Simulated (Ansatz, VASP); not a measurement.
## One calculation of CaSe, two programs

File INCAR:

```
SYSTEM = CaSe
  ALGO = Normal
  EDIFF = 1E-7
  ENCUT = 520
  GGA = PE
  ISIF = 2
  ISMEAR = -1
  LASPH = .TRUE.
  LCHARG = .TRUE.
  LELF = .TRUE.
  LREAL = .FALSE.
  LVHAR = .TRUE.
  LWAVE = .FALSE.
  NBANDS = 15
  NELM = 80
  PREC = Accurate
  SIGMA = 0.02
```

Contents of KPOINTS:

```
k-points
0
G
  8 8 8
  0 0 0
```

POSCAR

```
CaSe
1.0
    0.0000000000      2.9675351117      3.0099708638
    2.9675351117      0.0000000000      3.0099708638
    2.9675351117      2.9675351117      0.0000000000
Ca Se
1 1
Direct
    0.0000000000      0.0000000000      0.0000000000
    0.5000000000      0.5000000000      0.5000000000
```

Input for Ansatz:

```yaml
crystal:
  lattice:
    - [0.0, 2.9675351117, 3.0099708638]
    - [2.9675351117, 0.0, 3.0099708638]
    - [2.9675351117, 2.9675351117, 0.0]
  atoms:
    - { symbol: Ca, position: [0.0, 0.0, 0.0] }
    - { symbol: Se, position: [0.5, 0.5, 0.5] }
kpoints:
  mp_grid: { grid: [8, 8, 8] }
  band_path:
    path:
      - [0.0, 0.0, 0.0]
      - [0.5, 0.0, 0.5]
      - [0.625, 0.25, 0.625]
      - [0.375, 0.375, 0.75]
      - [0.5, 0.5, 0.5]
      - [0.5, 0.25, 0.75]
    npoints: 1
hamiltonian:
  xc: pbe
scf:
  occupations: { method: fermi_dirac, width: 0.02 }
  n_extra_bands: 4
output:
  forces: true
  stress: true
  eigenvalues: true
```

Change from the starting cell: uniaxial_z strain +1.4%.

Alike in both runs: task single point; functional PBE; k mesh 8 × 8 × 8; occupations fermi-dirac, width 0.02 eV; no spin polarisation.

|  | VASP | Ansatz |
| --- | --- | --- |
| version | VASP 6.6.1 | Ansatz 0.2.0 |
| potentials or method | VASP PAW PBE potentials, release 64 (Ca_sv, Se) | plane waves, PAW |
| plane-wave cutoff (eV) | 520 | 420 |
| valence electrons in the cell | 16 | 26 |

```csv
,VASP,Ansatz,Ansatz less VASP
gap on the k mesh at the Fermi level (eV),2.08,2.09,+0.009
pressure (GPa),0.1,-0.1,-0.16
"traceless stress, the component that is largest in VASP (GPa)",-0.79,-0.77,+0.014
```

VASP's potentials hold 16 valence electrons a cell and Ansatz's 26, so a difference there can come from the potentials and not from the codes.
